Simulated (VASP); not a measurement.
A run of VASP 6.6.1 is set up as follows.

File INCAR:

```
SYSTEM = Ti
ALGO = All ; EDIFF = 1E-6
ENCUT = 550 ; GGA = PS
GGA_COMPAT = .FALSE. ; ISEARCH = 1
ISIF = 2 ; ISMEAR = 0
KPAR = 4 ; LASPH = .TRUE.
LCHARG = .TRUE. ; LREAL = .FALSE.
LVHAR = .TRUE. ; LWAVE = .FALSE.
NBANDS = 25 ; NELM = 300
PREC = Accurate ; SIGMA = 0.15
```

File KPOINTS:

```
k-points
0
G
  12 12 14
  0 0 0
```

File POSCAR:

```
Ti
1.0
    4.6504000000      0.0000000000      0.0000000000
   -2.3252000000      4.0273645378      0.0000000000
    0.0000000000      0.0000000000      2.9998000000
Ti
3
Direct
    0.0000000000      0.0000000000      0.0000000000
    0.3333333333      0.6666666667      0.5000000000
    0.6666666667      0.3333333333      0.5000000000
```

Potentials or basis: VASP PAW PBE potentials, release 64 (Ti_sv).

The run is started by

```bash
$ cat potpaw_PBE.64/Ti_sv/POTCAR > POTCAR
$ mpirun -np 4 vasp_std > vasp.out
```

Question: Estimate the pressure.

Answer: -12.3 GPa.

Question: Estimate the band gap on the k mesh.

Answer: Zero (bands 18 and 19 overlap by 0.37 eV).

Stress tensor (GPa, compression positive):
```
-10.18   0.00   0.00
  0.00 -10.18   0.00
  0.00   0.00 -16.44
```

Caveat: the stress differs along the axes, from -16 to -10 GPa; the PAW data sets were made with another functional, which shifts forces and pressure a little.
